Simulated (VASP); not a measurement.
Si2C3:

```
Si C
1.0
     3.93553    0.00000    0.00000
    -1.96776    3.40827    0.00000
     0.00000    0.00000    4.83269
Si C
2 3
Direct
  0.66667 0.33333 0.50000
  0.33333 0.66667 0.00000
  0.00000 0.00000 0.74540
  0.00000 0.00000 0.25460
  0.66667 0.33333 0.00000
```

| Property | Result |
| --- | --- |
| Program | VASP 6.6.1 |
| Task | relaxation of cell and atoms |
| Functional | PBE |
| Potentials or basis | VASP PAW PBE potentials, release 64 (Si, C) |
| Cutoff | 600 eV |
| k mesh | 6 × 6 × 4 |
| Occupations | gaussian, width 0.1 eV |
| Spin | no spin polarisation |

At the start: pressure -24.3 GPa; volume 12.96 Å³/atom.

Task: Where does the relaxation end?

Result: Over 26 steps the energy falls by 1548.5 meV/atom and the volume is 12.46 Å³/atom (-3.9 %); space group P-6m2 (No. 187, to 0.05 Å).

The path:
```
step  energy change (eV)  largest force (eV/Å)  pressure (GPa)  volume (Å³)
   1              0.0000                1.2501          -24.27        64.82
   2             -2.2689                2.0425           -3.57        48.01
   3             -2.3476                2.5140            5.74        45.42
   4             -3.4127                2.7541           10.58        44.21
   5             -4.5950                0.6316           29.84        42.22
   6             30.0831              185.1212          330.59        37.61
   7             -4.5861                1.1963           33.90        42.15
   8             -4.8198                2.8024           33.27        43.11
   9             -4.8856                4.1943           34.74        43.96
  10             -5.5024                2.0909           19.67        46.28
  11             -6.3588                0.7820           -6.98        53.04
  12             -6.4048                1.3142          -12.71        55.52
  13             -6.8144                1.6169          -11.57        56.72
  14             -7.1056                1.8809           -6.29        58.89
  15             -7.1142                1.7897           -7.67        58.53
  16             -7.2664                1.5440           -2.25        56.80
  17             -7.3410                1.0000            8.71        54.13
  18             -7.4415                0.4834            9.73        54.44
  19             -7.4571                0.2533           10.73        54.61
  20             -7.5691                0.0150            2.23        57.40
  21             -7.5783                0.1138           -0.91        58.62
  22             -7.6523                0.3148           -1.08        59.60
  23             -7.7321                0.6255           -0.95        62.06
  24             -7.7370                0.4090            1.83        61.93
  25             -7.7418                0.0399            0.69        61.98
  26             -7.7424                0.0315           -0.14        62.30
```

Final structure:
```cif
data_structure
_symmetry_space_group_name_H-M 'P 1'
_symmetry_Int_Tables_number 1
_cell_length_a 3.0809
_cell_length_b 3.0809
_cell_length_c 7.5795
_cell_angle_alpha 90.000
_cell_angle_beta 90.000
_cell_angle_gamma 120.000
_cell_volume 62.30
loop_
_atom_site_label
_atom_site_type_symbol
_atom_site_fract_x
_atom_site_fract_y
_atom_site_fract_z
_atom_site_occupancy
Si1 Si 0.66667 0.33333 0.50000 1
Si2 Si 0.33333 0.66667 0.00000 1
C1 C 0.00000 0.00000 0.60161 1
C2 C 0.00000 0.00000 0.39839 1
C3 C 0.66667 0.33333 0.00000 1
```
